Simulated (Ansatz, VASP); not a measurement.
# TePb in VASP and in Ansatz

INCAR

```
SYSTEM = TePb
PREC = Accurate
ENCUT = 520
EDIFF = 1E-8
ISMEAR = -1
SIGMA = 0.03
LREAL = .False.
LASPH = .True.
NELM = 60
ALGO = Normal
ISIF = 2
LWAVE = .False.
LCHARG = .False.
GGA = PE
LEFG = .True.
NBANDS = 17
```

The input KPOINTS:

```
Automatic mesh
0
Gamma
  10 10 10
  0 0 0
```

Contents of POSCAR:

```
TePb
1.0
    0.0000000000      3.1998810708      3.1998810708
    3.1998810708      0.0000000000      3.1998810708
    3.1998810708      3.1998810708      0.0000000000
Te Pb
1 1
Direct
    0.5000000000      0.5000000000      0.5000000000
    0.0000000000      0.0000000000      0.0000000000
```

Input for Ansatz:

```yaml
crystal:
  lattice:
    - [0.0, 3.1998810708, 3.1998810708]
    - [3.1998810708, 0.0, 3.1998810708]
    - [3.1998810708, 3.1998810708, 0.0]
  atoms:
    - { symbol: Te, position: [0.5, 0.5, 0.5] }
    - { symbol: Pb, position: [0.0, 0.0, 0.0] }
kpoints:
  mp_grid: { grid: [10, 10, 10] }
scf:
  occupations: { method: fermi_dirac, width: 0.03 }
hamiltonian:
  xc: pbe
  pseudopotentials: { kind: paw }
output:
  forces: true
  stress: true
  eigenvalues: true
  efg: { contact_densities: true }
```

Change from the starting cell: volume scaled by 0.975, PAW files.

Alike in both runs: task electric field gradients; functional PBE; k mesh 10 × 10 × 10; occupations fermi-dirac, width 0.03 eV; no spin polarisation.

|  | VASP | Ansatz |
| --- | --- | --- |
| version | VASP 6.6.1 | Ansatz 0.2.0 |
| potentials or method | VASP PAW PBE potentials, release 64 (Te, Pb_d) | PAW with Ansatz's default frozen-core files, scalar-relativistic |
| plane-wave cutoff (eV) | 520 | 420 |
| valence electrons in the cell | 20 | 30 |

```csv
,VASP,Ansatz,Ansatz less VASP
pressure (GPa),3.6,3.6,+0.04
```

VASP's potentials hold 20 valence electrons a cell and Ansatz's 30, so a difference there can come from the potentials and not from the codes.

Spin-orbit coupling is off throughout.
